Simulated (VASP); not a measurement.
CsBi3, 4 atoms in the cell. It takes space group Pm-3m (No. 221, cubic). Conventional cell: a = 5.246 Å, b = 5.246 Å, c = 5.246 Å, α = 90.00°, β = 90.00°, γ = 90.00°. Cs (site symmetry m-3m) has 12 Bi at 3.71 Å within 4.9 Å. Bi (site symmetry 4/mmm) has 4 Cs at 3.71 Å and 8 Bi at 3.71 Å within 4.9 Å. 

| Item | Value |
| --- | --- |
| Program | VASP 6.6.1 |
| Task | single point |
| Functional | PBE |
| Potentials or basis | VASP PAW PBE potentials, release 64 (Cs_sv, Bi_d) |
| Cutoff | 520 eV |
| k mesh | 10 × 10 × 10 |
| Occupations | gaussian, width 0.1 eV |
| Spin | no spin polarisation |
| Dipole correction | no |
| Further INCAR settings | ALGO = Fast; EDIFF = 1e-06; NBANDS = 35 |

Potentials or basis: VASP PAW PBE potentials, release 64 (Cs_sv, Bi_d).

Launch:

```console
$ cat potpaw_PBE.64/Cs_sv/POTCAR potpaw_PBE.64/Bi_d/POTCAR > POTCAR
$ mpirun -np 1 vasp_std > vasp.out
```

Hardware: 1 thread of Oxide Virtual Turin-like Processor, with other jobs on the host.

**Question.** Estimate the wall time of this run.

**Answer.** It took 3.6 min on 1 thread of Oxide Virtual Turin-like Processor, with other jobs on the host, peak memory 0.35 GiB. Counts: scf iterations 14, k points 56.
